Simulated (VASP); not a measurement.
Input of a VASP 6.6.1 run:

File POSCAR:

```
MgRh
1.0
    2.9922447008      0.0000000000      0.0000000000
    0.0000000000      2.9922447008      0.0000000000
    0.0000000000      0.0000000000      2.9922447008
Mg Rh
1 1
Direct
    0.0000000000      0.0000000000      0.0000000000
    0.5000000000      0.5000000000      0.5000000000
```

Contents of INCAR.step1:

```
SYSTEM = MgRh
PREC = Accurate
ENCUT = 520
ISMEAR = 1
SIGMA = 0.15
LREAL = .FALSE.
LASPH = .TRUE.
NELM = 80
NBANDS = 16
GGA = PE
ALGO = Normal
EDIFF = 1E-4
LWAVE = .TRUE.
LCHARG = .FALSE.
```

INCAR.step2

```
SYSTEM = MgRh
PREC = Accurate
ENCUT = 520
EDIFF = 1E-6
ISMEAR = 1
SIGMA = 0.15
LREAL = .FALSE.
LASPH = .TRUE.
NELM = 80
ALGO = Normal
ISIF = 2
LWAVE = .FALSE.
LCHARG = .FALSE.
METAGGA = R2SCAN
LMIXTAU = .TRUE.
NBANDS = 16
ISTART = 1
```

The input KPOINTS:

```
regular mesh
0
G
  7 7 7
  0 0 0
```

Potentials or basis: VASP PAW PBE potentials, release 64 (Mg, Rh_pv).

Command:

```sh
$ cat potpaw_PBE.64/Mg/POTCAR potpaw_PBE.64/Rh_pv/POTCAR > POTCAR
$ cp INCAR.step1 INCAR
$ mpirun -np 1 vasp_std > vasp.out
$ cp INCAR.step2 INCAR
$ mpirun -np 1 vasp_std > vasp.out
```

Q: Estimate the pressure.

A: 15.5 GPa.

Caveat: the PAW data sets were made with another functional, which shifts forces and pressure a little.
